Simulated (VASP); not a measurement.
# Al12O in VASP: further runs

Al12O is run at these levels: LDA; tasks: single point.

Everything below comes from runs of VASP 6.6.1. Logs are shortened: lines on timing, memory, paths and dates and some standing lists are left out, and cuts for length are marked.

### Step 1. The cell of the first run

The cell holds a slab with vacuum, 13 atoms: a = 5.728 Å, b = 5.728 Å, c = 17.677 Å, α = 90.00°, β = 90.00°, γ = 60.00°.

### Step 2. Single point, LDA

Contents of INCAR:

```
SYSTEM = Al12O
PREC     = Accurate       ! precision mode
ENCUT    = 520            ! plane-wave cutoff, eV
EDIFF    = 1E-6           ! SCF threshold, eV
ISMEAR   = 0              ! smearing method
SIGMA    = 0.1            ! smearing width, eV
LREAL    = .FALSE.        ! projectors in reciprocal space
LASPH    = .TRUE.         ! aspherical terms in the spheres
NELM     = 100            ! most SCF steps
ALGO     = Normal         ! electronic algorithm
ISIF     = 2              ! what is computed and relaxed
LWAVE    = .FALSE.        ! write WAVECAR
LCHARG   = .FALSE.        ! write CHGCAR
NBANDS   = 33             ! bands
```

Contents of KPOINTS:

```
Automatic mesh
0
G
  3 3 1
  0 0 0
```

Contents of POSCAR:

```
Al12O
1.0
    5.7275650000      0.0000000000      0.0000000000
    2.8637820000      4.9602170000      0.0000000000
    0.0000000000      0.0000000000     17.6765370000
Al O
12 1
Direct
    0.1666667000      0.1666667000      0.0565722000
    0.6666667000      0.1666667000      0.0565722000
    0.1666667000      0.6666667000      0.0565722000
    0.6666667000      0.6666667000      0.0565722000
   -0.1670991386      0.3335482479      0.1864590202
    0.3329284526      0.3335543147      0.1879692801
   -0.1671036595      0.8335250004      0.1864572625
    0.3328690061      0.8335773326      0.1864730422
   -0.0003950076      0.0002126117      0.3110076889
    0.4936769438      0.0123788180      0.3202448665
    0.0120734282      0.4939264582      0.3203126597
    0.4935744299      0.4940076383      0.3202534017
    0.6663484210      0.6668148422      0.3590348114
```

Potentials or basis: VASP PAW LDA potentials, release 64 (Al, O).

Run with:

```console
> cat potpaw_LDA.64/Al/POTCAR potpaw_LDA.64/O/POTCAR > POTCAR
> mpirun -np 1 vasp_std > vasp.out
```

OUTCAR:

```text
SYSTEM = Al12O
   PREC = Accurate
   ENCUT = 520
   EDIFF = 1E-6
   ISMEAR = 0
   LREAL = .FALSE.
   LASPH = .TRUE.
   NELM = 100
   ISIF = 2

 ion  position               nearest neighbor table
   1  0.167  0.167  0.057-   8 2.83   5 2.83   6 2.85   3 2.86   3 2.86   2 2.86   2 2.86   4 2.86
                             4 2.86
   2  0.667  0.167  0.057-   5 2.83   7 2.83   6 2.85   4 2.86   4 2.86   1 2.86   1 2.86   3 2.86
                             3 2.86
   3  0.167  0.667  0.057-   8 2.83   7 2.83   6 2.85   1 2.86   1 2.86   4 2.86   4 2.86   2 2.86
                             2 2.86
   4  0.667  0.667  0.057-   7 2.83   5 2.83   8 2.83   2 2.86   2 2.86   3 2.86   3 2.86   1 2.86
                             1 2.86
   5  0.833  0.334  0.186-   9 2.75   2 2.83   4 2.83   1 2.83   8 2.86   7 2.86   6 2.86   7 2.86
                             8 2.86   6 2.86  12 2.90  11 2.90
   6  0.333  0.334  0.188-  12 2.83  10 2.83  11 2.83   3 2.85   1 2.85   2 2.85   5 2.86   8 2.86
                             7 2.86   7 2.86   8 2.86   5 2.86
   7  0.833  0.834  0.186-   9 2.75   4 2.83   2 2.83   3 2.83   5 2.86   8 2.86   8 2.86   6 2.86
                             6 2.86   5 2.86  10 2.90  11 2.90
   8  0.333  0.834  0.186-   9 2.75   1 2.83   3 2.83   4 2.83   5 2.86   7 2.86   7 2.86   6 2.86
                             6 2.86   5 2.86  10 2.90  12 2.90
   9  1.000  0.000  0.311-   8 2.75   5 2.75   7 2.75  10 2.87  12 2.87  11 2.87  11 2.87  12 2.87
                            10 2.87
  10  0.494  0.012  0.320-  13 1.85  11 2.76  12 2.76   6 2.83   9 2.87   9 2.87   7 2.90   8 2.90
                            12 2.97  11 2.97
  11  0.012  0.494  0.320-  13 1.85  12 2.76  10 2.76   6 2.83   9 2.87   9 2.87   5 2.90   7 2.90
                            10 2.97  12 2.97
  12  0.494  0.494  0.320-  13 1.85  11 2.76  10 2.76   6 2.83   9 2.87   9 2.87   5 2.90   8 2.90
                            10 2.97  11 2.97
  13  0.666  0.667  0.359-  10 1.85  12 1.85  11 1.85

  LATTYP: Found a hexagonal cell.
 ALAT       =     5.7275649303
 C/A-ratio  =     3.0862220185

  Lattice vectors:

 A1 = (  -2.8637820000,  -4.9602170000,   0.0000000000)
 A2 = (   5.7275650000,   0.0000000000,   0.0000000000)
 A3 = (   0.0000000000,   0.0000000000,  17.6765370000)

Analysis of symmetry for initial positions (statically):
=====================================================================
 Subroutine PRICEL returns:
 Original cell was already a primitive cell.

 Routine SETGRP: Setting up the symmetry group for a
 hexagonal supercell.

 Subroutine GETGRP returns: Found  1 space group operations
 (whereof  1 operations were pure point group operations)
 out of a pool of 24 trial point group operations.

The static configuration has the point symmetry C_1 .

Analysis of symmetry for dynamics (positions and initial velocities):
=====================================================================
 Subroutine PRICEL returns:
 Original cell was already a primitive cell.

 Routine SETGRP: Setting up the symmetry group for a
 hexagonal supercell.

 Subroutine GETGRP returns: Found  1 space group operations
 (whereof  1 operations were pure point group operations)
 out of a pool of 24 trial point group operations.

The dynamic configuration has the point symmetry C_1 .

 Subroutine INISYM returns: Found  1 space group operations
 (whereof  1 operations are pure point group operations),
 and found     1 'primitive' translations

----------------------------------------------------------------------------------------

                                     Primitive cell

  volume of cell :     502.1898

  direct lattice vectors                    reciprocal lattice vectors
     5.727565000  0.000000000  0.000000000     0.174594265 -0.100802024  0.000000000
     2.863782000  4.960217000  0.000000000     0.000000000  0.201604083  0.000000000
     0.000000000  0.000000000 17.676537000     0.000000000  0.000000000  0.056572167

  length of vectors
     5.727565000  5.727564930 17.676537000     0.201604081  0.201604083  0.056572167

  position of ions in fractional coordinates (direct lattice)
     0.166666700  0.166666700  0.056572200
     0.666666700  0.166666700  0.056572200
     0.166666700  0.666666700  0.056572200
     0.666666700  0.666666700  0.056572200
     0.832900861  0.333548248  0.186459020
     0.332928453  0.333554315  0.187969280
     0.832896340  0.833525000  0.186457262
     0.332869006  0.833577333  0.186473042
     0.999604992  0.000212612  0.311007689
     0.493676944  0.012378818  0.320244866
     0.012073428  0.493926458  0.320312660
     0.493574430  0.494007638  0.320253402
     0.666348421  0.666814842  0.359034811

  ion indices of the primitive-cell ions
   primitive index   ion index
                 1           1
                 2           2
                 3           3
                 4           4
                 5           5
                 6           6
                 7           7
                 8           8
                 9           9
                10          10
                11          11
                12          12
                13          13

----------------------------------------------------------------------------------------

 KPOINTS: Automatic mesh

Automatic generation of k-mesh.
 Grid dimensions read from file:
 generate k-points for:    3    3    1

 Generating k-lattice:

  Cartesian coordinates                     Fractional coordinates (reciprocal lattice)
     0.058198088 -0.033600675  0.000000000     0.333333333  0.000000000  0.000000000
     0.000000000  0.067201361  0.000000000     0.000000000  0.333333333  0.000000000
     0.000000000  0.000000000  0.056572167     0.000000000  0.000000000  1.000000000

  Length of vectors
     0.067201360  0.067201361  0.056572167

  Shift w.r.t. Gamma in fractional coordinates (k-lattice)
     0.000000000  0.000000000  0.000000000

 Subroutine IBZKPT returns following result:
 ===========================================

 Found      5 irreducible k-points:

 Following reciprocal coordinates:
            Coordinates               Weight
  0.000000  0.000000  0.000000      1.000000
  0.333333  0.000000  0.000000      2.000000
  0.333333  0.333333  0.000000      2.000000
  0.000000  0.333333  0.000000      2.000000
 -0.333333  0.333333  0.000000      2.000000
   k-points           NKPTS =      5   k-points in BZ     NKDIM =      5   number of bands    NBANDS=     33
   number of dos      NEDOS =    301   number of ions     NIONS =     13
   total plane-waves  NPLWV = 322560
   dimension x,y,z NGX =    48 NGY =   48 NGZ =  140
   dimension x,y,z NGXF=    96 NGYF=   96 NGZF=  280
   ions per type =              12   1
   NGX,Y,Z   is equivalent  to a cutoff of  13.93, 13.93, 13.17 a.u.
   NGXF,Y,Z  is equivalent  to a cutoff of  27.86, 27.86, 26.33 a.u.
 SYSTEM =  Al12O
   PREC   = accura    normal or accurate (medium, high low for compatibility)
   ISTART =      0    job   : 0-new  1-cont  2-samecut
   ICHARG =      2    charge: 1-file 2-atom 10-const
   ISPIN  =      1    spin polarized calculation?
   LNONCOLLINEAR =      F non collinear calculations
   LSORBIT =      F    spin-orbit coupling
   LASPH  =      T    aspherical Exc in radial PAW
   ENCUT  =  520.0 eV  38.22 Ry    6.18 a.u.  10.65 10.65 32.87*2*pi/ulx,y,z
   NELM   =    100;   NELMIN=  2; NELMDL= -5     # of ELM steps
   EDIFF  = 0.1E-05   stopping-criterion for ELM
   LREAL  =      F    real-space projection
   EDIFFG = 0.1E-04   stopping-criterion for IOM
   NSW    =      0    number of steps for IOM
   IBRION =     -1    ionic relax: 0-MD 1-quasi-New 2-CG
   NFREE  =      0    steps in history (QN), initial steepest desc. (CG)
   ISIF   =      2    stress and relaxation
   ISYM   =      2    0-nonsym 1-usesym 2-fastsym
   POTIM  = 0.5000    time-step for ionic-motion
   TEBEG  =    0.0;   TEEND  =   0.0 temperature during run
   PSTRESS=    0.0 pullay stress
   NELECT =      42.0000    total number of electrons
   NUPDOWN=      -1.0000    fix difference up-down
   EMIN   =  10.00;   EMAX   =-10.00  energy-range for DOS
   EFERMI =   0.00;   METHOD = LEGACY
   ISMEAR =     0;   SIGMA  =   0.10  broadening in eV -4-tet -1-fermi 0-gaus
   EFERMI_NEDOS =   21; number of points for ismear=-14 and -15
   IALGO  =     38    algorithm
   IMIX   =      4    mixing-type and parameters
     AMIX     =   0.40;   BMIX     =  1.00
     AMIX_MAG =   1.60;   BMIX_MAG =  1.00
  volume/ion in A,a.u.               =      38.63       260.69
  Fermi-wavevector in a.u.,A,eV,Ry     =   0.715927  1.352906  6.973683  0.512551
  Thomas-Fermi vector in A             =   1.804215
   LORBIT       =      0    0 simple, 1 ext, 2 COOP (PROOUT), +10 PAW based schemes
   GGA     = CA    functional components
   LHFCALC =     F    Hartree Fock is set to
   AEXX    =    0.0000 exact exchange contribution
   IVDW    =     0    specifies the selected vdW correction
   LEPSILON=     F    determine dielectric tensor
   LRPA    =     F    only Hartree local field effects (RPA)
 non-spin polarized calculation
 Gauss-broadening in eV      SIGMA  =   0.10
  energy-cutoff  :      520.00
  volume of cell :      502.19
 maximum number of plane-waves:     13577
 NGX is ok and might be reduce to    42
   NGX = 21   NGY = 21   NGZ = 65

 number of electron      41.9999998 magnetization

 Free energy of the ion-electron system (eV)
  ---------------------------------------------------
  ext. energy  EPLUGINS =         0.00000000
  ---------------------------------------------------
  free energy    TOTEN  =       -57.16267650 eV

  energy without entropy =      -57.11873540  energy(sigma->0) =      -57.14070595

 E-fermi :   0.7499     XC(G=0):  -5.1825

 val. band max:        0.7273095648   @ k =   0.0000   0.3333   0.0000
 cond. band min:       0.8731020536   @ k =   0.3333   0.3333   0.0000
 fundamental gap:      0.1457924888
 Fermi energy:         0.7499155411

 k-point     1 :       0.0000    0.0000    0.0000
  band No.  band energies     occupation
      1     -19.3133      2.00000
      2      -9.7257      2.00000
      3      -7.8381      2.00000
      4      -6.4636      2.00000
      5      -6.4631      2.00000
      6      -5.1714      2.00000
[... 25 lines left out ...]
     32       4.3523      0.00000
     33       4.6164      0.00000

 k-point     2 :       0.3333    0.0000    0.0000
  band No.  band energies     occupation
      1     -19.3091      2.00000
      2      -9.1063      2.00000
      3      -7.6075      2.00000
      4      -7.1002      2.00000
      5      -6.6213      2.00000
      6      -6.2704      2.00000
[... 25 lines left out ...]
     32       4.1082      0.00000
     33       4.4371      0.00000

 k-point     3 :       0.3333    0.3333    0.0000
  band No.  band energies     occupation
      1     -19.3091      2.00000
      2      -9.1063      2.00000
      3      -7.6080      2.00000
      4      -7.0997      2.00000
      5      -6.6210      2.00000
      6      -6.2705      2.00000
[... 25 lines left out ...]
     32       4.1077      0.00000
     33       4.4366      0.00000

 k-point     4 :       0.0000    0.3333    0.0000
  band No.  band energies     occupation
      1     -19.3091      2.00000
      2      -9.1063      2.00000
      3      -7.6080      2.00000
      4      -7.0997      2.00000
      5      -6.6211      2.00000
      6      -6.2704      2.00000
[... 25 lines left out ...]
     32       4.1077      0.00000
     33       4.4369      0.00000

 k-point     5 :      -0.3333    0.3333    0.0000
  band No.  band energies     occupation
      1     -19.3069      2.00000
      2      -8.0217      2.00000
      3      -8.0042      2.00000
      4      -7.6716      2.00000
      5      -6.8405      2.00000
      6      -6.8041      2.00000
[... 25 lines left out ...]
     32       3.9054      0.00000
     33       4.2434      0.00000

------------------------ aborting loop because EDIFF is reached ----------------------------------------

  FORCE on cell =-STRESS in cart. coord.  units (eV):
  Direction    XX          YY          ZZ          XY          YZ          ZX
  --------------------------------------------------------------------------------------
  -------------------------------------------------------------------------------------
  Total       -8.5016786     -8.4866721      0.2149529      0.0112332     -0.0051851      0.0085796
  in kB      -27.1236027    -27.0757264      0.6857820      0.0358383     -0.0165424      0.0273722
  external PRESSURE =     -17.8378490 kB  Pullay stress =       0.0000000 kB

 VOLUME and BASIS-vectors are now :
 -----------------------------------------------------------------------------
  energy-cutoff  :      520.00
  volume of cell :      502.19
      direct lattice vectors                 reciprocal lattice vectors
     5.727565000  0.000000000  0.000000000     0.174594265 -0.100802024  0.000000000
     2.863782000  4.960217000  0.000000000     0.000000000  0.201604083  0.000000000
     0.000000000  0.000000000 17.676537000     0.000000000  0.000000000  0.056572167

 POSITION                                       TOTAL-FORCE (eV/Angst)
 -----------------------------------------------------------------------------------
      1.43189      0.82670      1.00000        -0.061962     -0.034887     -0.057128
      4.29567      0.82670      1.00000         0.059838     -0.034521     -0.057685
      2.86378      3.30681      1.00000        -0.000643      0.071150     -0.057172
      5.72756      3.30681      1.00000        -0.001152      0.000529      0.125325
      5.72570      1.65447      3.29595         0.001655     -0.004919      0.002935
      2.86210      1.65450      3.32265        -0.000203     -0.000168     -0.007146
      7.15750      4.13446      3.29592         0.005539      0.001279      0.003219
      4.29371      4.13472      3.29620        -0.002525      0.001343      0.002138
      5.72591      0.00105      5.49754         0.001959     -0.001711     -0.000499
      2.86302      0.06140      5.66082        -0.001805      0.064531      0.001634
      1.48365      2.44998      5.66202         0.053442     -0.030754     -0.001196
      4.24171      2.45039      5.66097        -0.055833     -0.030889      0.001346
      5.72617      3.30755      6.34649         0.001691     -0.000983      0.044230
 -----------------------------------------------------------------------------------
    total drift:                               -0.000003      0.000001     -0.000075

  FREE ENERGIE OF THE ION-ELECTRON SYSTEM (eV)
  ---------------------------------------------------
  free  energy   TOTEN  =       -57.1626764979 eV

  energy  without entropy=      -57.1187353981  energy(sigma->0) =      -57.14070595
```

Wall time 1.9 min (1 thread of Intel Xeon 6975P-C (Granite Rapids), shared host); peak memory 0.48 GiB.

What came out:

```yaml
Free_energy: -57.1627 eV
Largest_force: 0.125 eV/Å
Band_gap_on_the_k_mesh: zero (bands 21 and 22 overlap by 0.39 eV)
```

Forces in eV/Å, atoms in the order of the input:
```
Al  -0.062 -0.035 -0.057
Al   0.060 -0.035 -0.058
Al  -0.001  0.071 -0.057
Al  -0.001  0.001  0.125
Al   0.002 -0.005  0.003
Al   0.000  0.000 -0.007
Al   0.006  0.001  0.003
Al  -0.003  0.001  0.002
Al   0.002 -0.002  0.000
Al  -0.002  0.065  0.002
Al   0.053 -0.031 -0.001
Al  -0.056 -0.031  0.001
O    0.002 -0.001  0.044
```

Caveat: the k points lie up to 0.42 Å⁻¹ apart.

### Step 3. Single point, LDA

Contents of INCAR:

```
SYSTEM = Al12O
  ALGO = Normal
  EDIFF = 1E-7
  ENCUT = 520
  GGA = CA
  ISIF = 2
  ISMEAR = 0
  LASPH = .True.
  LCHARG = .True.
  LELF = .True.
  LREAL = .False.
  LVHAR = .True.
  LWAVE = .False.
  NBANDS = 33
  NELM = 100
  PREC = Accurate
  SIGMA = 0.1
```

Contents of KPOINTS:

```
k-points
0
Gamma
  3 3 1
  0 0 0
```

Contents of POSCAR:

```
Al12O
1.0
    5.7275650000      0.0000000000      0.0000000000
    2.8637820000      4.9602170000      0.0000000000
    0.0000000000      0.0000000000     17.6765370000
Al O
12 1
Direct
    0.1666666208      0.1666667003      0.0565722234
    0.6666667081      0.1666667003      0.0565722234
    0.1666666712      0.6666665995      0.0565722234
    0.6666667585      0.6666665995      0.0565722234
   -0.1670992206      0.3335483105      0.1864590332
    0.3329283966      0.3335543586      0.1879692838
   -0.1671036407      0.8335250252      0.1864572795
    0.3328691167      0.8335772407      0.1864730631
   -0.0003951250      0.0002126923      0.3110076934
    0.4936769022      0.0123788939      0.3202448534
    0.0120734621      0.4939263746      0.3203126834
    0.4935744714      0.4940076210      0.3202533958
    0.6663484116      0.6668147785      0.3590348042
```

Potentials or basis: VASP PAW LDA potentials, release 64 (Al, O).

Run with:

```console
> cat potpaw_LDA.64/Al/POTCAR potpaw_LDA.64/O/POTCAR > POTCAR
> mpirun -np 1 vasp_std > vasp.out
```

Wall time 2.1 min (1 thread of Intel Xeon 6975P-C (Granite Rapids), shared host); peak memory 0.48 GiB.

It converged, with:

- Free energy: -57.1627 eV
- Largest force: 0.125 eV/Å
- Band gap on the k mesh: zero (bands 21 and 22 overlap by 0.39 eV)

Forces in eV/Å, atoms in the order of the input:
```
Al  -0.062 -0.035 -0.057
Al   0.060 -0.035 -0.058
Al  -0.001  0.071 -0.057
Al  -0.001  0.001  0.125
Al   0.002 -0.005  0.003
Al   0.000  0.000 -0.007
Al   0.006  0.001  0.003
Al  -0.003  0.001  0.002
Al   0.002 -0.002  0.000
Al  -0.002  0.065  0.002
Al   0.053 -0.031 -0.001
Al  -0.056 -0.031  0.001
O    0.002 -0.001  0.044
```

Levels at points of the mesh, in eV from the Fermi level:
| k point | band 17 | band 18 | band 19 | band 20 | band 21 | band 22 | band 23 | band 24 | band 25 | band 26 |
| --- | --- | --- | --- | --- | --- | --- | --- | --- | --- | --- |
| (0.00, 0.00, 0.00) | -2.66 | -2.38 | -2.38 | -1.45 | -0.41 | -0.41 | -0.34 | 0.82 | 0.95 | 0.95 |

Caveat: the k points lie up to 0.42 Å⁻¹ apart.

[end of part 1 of 2]
